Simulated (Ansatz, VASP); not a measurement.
# Ta4O: VASP beside Ansatz

```xyz
5
Lattice="3.2035 0.0000 0.0000 0.0000 3.2035 0.0000 0.0000 0.0000 7.3779" Properties=species:S:1:pos:R:3 pbc="T T T"
Ta    0.0000    0.0000    3.6890
Ta    1.6017    1.6017    5.7656
Ta    1.6017    1.6017    1.6123
Ta    0.0000    0.0000    0.0000
O     1.6017    1.6017    3.6890
```

Alike in both runs: task relaxation of cell and atoms; functional PBEsol; k mesh 12 × 12 × 6; occupations gaussian, width 0.1 eV; no spin polarisation.

|  | VASP | Ansatz |
| --- | --- | --- |
| version | VASP 6.6.1 | Ansatz 0.2.0 |
| potentials or method | VASP PAW PBE potentials, release 64 (Ta_pv, O), cutoff 600 eV | scalar-relativistic, plane waves, PAW |
| valence electrons in the cell | 50 | 58 |

```tsv
	VASP	Ansatz	Ansatz less VASP
gap on the k mesh at the Fermi level, each at its own relaxed structure (eV)	none	none	-
relaxed volume (Å³/atom)	15.16	15.14	-0.022
relaxed cell length with the largest relative difference (Å)	7.346	7.342	-0.0039
```

VASP's potentials were made for PBE, not for PBEsol. A gap of «none» marks a metal or a gap that the smearing closes. VASP's potentials hold 50 valence electrons a cell and Ansatz's 58, so a difference there can come from the potentials and not from the codes.

Spin-orbit coupling is off throughout.
